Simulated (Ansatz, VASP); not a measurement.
# One calculation of TaN, two programs

File INCAR:

```
SYSTEM = TaN
  ALGO = Normal
  EDIFF = 1E-8
  ENCUT = 520
  GGA = PE
  ISIF = 2
  ISMEAR = -1
  LASPH = .True.
  LCHARG = .False.
  LEFG = .True.
  LREAL = .False.
  LWAVE = .False.
  NBANDS = 33
  NELM = 100
  PREC = Accurate
  SIGMA = 0.01
```

File KPOINTS:

```
k-points
0
Gamma
  6 6 9
  0 0 0
```

File POSCAR:

```
TaN
1.0
    5.2643771406      0.0000000000      0.0000000000
   -2.6321885702      4.5590843388      0.0000000000
    0.0000000000      0.0000000000      2.9493070245
Ta N
3 3
Direct
    0.3333333333      0.6666666667      0.5000000000
    0.6666666667      0.3333333333      0.5000000000
    0.0000000000      0.0000000000      0.0000000000
    0.3928500000      0.0000000000      0.0000000000
    0.6071500000      0.6071500000      0.0000000000
    0.0000000000      0.3928500000      0.0000000000
```

Input for Ansatz:

```yaml
crystal:
  lattice:
    - [5.2643771406, 0.0, 0.0]
    - [-2.6321885702, 4.5590843388, 0.0]
    - [0.0, 0.0, 2.9493070245]
  atoms:
    - { symbol: Ta, position: [0.3333333333, 0.6666666667, 0.5] }
    - { symbol: Ta, position: [0.6666666667, 0.3333333333, 0.5] }
    - { symbol: Ta, position: [0.0, 0.0, 0.0] }
    - { symbol: "N", position: [0.39285, 0.0, 0.0] }
    - { symbol: "N", position: [0.60715, 0.60715, 0.0] }
    - { symbol: "N", position: [0.0, 0.39285, 0.0] }
kpoints:
  mp_grid: { grid: [6, 6, 9] }
scf:
  occupations: { method: fermi_dirac, width: 0.01 }
hamiltonian:
  xc: pbe
  pseudopotentials: { kind: paw }
output:
  forces: true
  stress: true
  eigenvalues: true
  efg: { contact_densities: true }
```

Change from the starting cell: volume scaled by 1.04, PAW files.

Alike in both runs: task electric field gradients; functional PBE; k mesh 6 × 6 × 9; occupations fermi-dirac, width 0.01 eV; no spin polarisation.

```csv
,VASP,Ansatz
version,VASP 6.6.1,Ansatz 0.2.0
potentials or method,"VASP PAW PBE potentials, release 64 (Ta_pv, N)","PAW with Ansatz's default frozen-core files, scalar-relativistic"
plane-wave cutoff (eV),520,420
valence electrons in the cell,48,54
```

|  | VASP | Ansatz | Ansatz less VASP |
| --- | --- | --- | --- |
| pressure (GPa) | -6.5 | -7.1 | -0.60 |
| traceless stress, the component that is largest in VASP (GPa) | -0.76 | -0.63 | +0.136 |
| rms of the force components (eV/Å) | 0.044 | 0.044 | +0.0005 |
| size of Vzz on the site where it differs most (V/Å²) | 156.9 | 116.6 | -40.29 |

Atom by atom the forces differ by 0.001 eV/Å (rms over components). VASP's potentials hold 48 valence electrons a cell and Ansatz's 54, so a difference there can come from the potentials and not from the codes.

Neither program's run includes spin-orbit coupling.
